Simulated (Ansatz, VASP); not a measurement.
TiAl2N3: VASP beside Ansatz

```
Ti Al N
1.0
     2.41215    1.39266    3.88251
    -2.41215    1.39266    3.88251
     0.00000   -2.78531    3.88251
Ti Al N
1 2 3
Direct
  0.50000 0.50000 0.50000
  0.12356 0.12356 0.12356
  0.87644 0.87644 0.87644
  0.00000 0.50000 0.50000
  0.50000 0.50000 0.00000
  0.50000 0.00000 0.50000
```

Change from the starting cell: species swapped into the Eu2Al3Ag type (R-3m, No. 166).

Alike in both runs: task single point; functional PBE; k mesh 6 × 6 × 6; occupations gaussian, width 0.1 eV; collinear spin.

|  | VASP | Ansatz |
| --- | --- | --- |
| version | VASP 6.6.1 | Ansatz 0.2.0 |
| potentials or method | VASP PAW PBE potentials, release 64 (Ti_sv, Al, N), cutoff 520 eV | scalar-relativistic, plane waves, PAW |
| valence electrons in the cell | 33 | 33 |

VASP gave:

* gap on the k mesh at the Fermi level (eV): none
* pressure (GPa): -19.8
* traceless stress, the component that is largest in VASP (GPa): -20.64
* rms of the force components (eV/Å): 0.021
* net moment per atom (μB): 0.00

Problem. Estimate Ansatz's values.

Solution. gap on the k mesh at the Fermi level (eV): none; pressure (GPa): -19.8; traceless stress, the component that is largest in VASP (GPa): -20.69; rms of the force components (eV/Å): 0.021; net moment per atom (μB): 0.00.

Atom by atom the forces differ by 0.001 eV/Å (rms over components). A gap of «none» marks a metal or a gap that the smearing closes. Ansatz's warnings: seeded moment not kept.
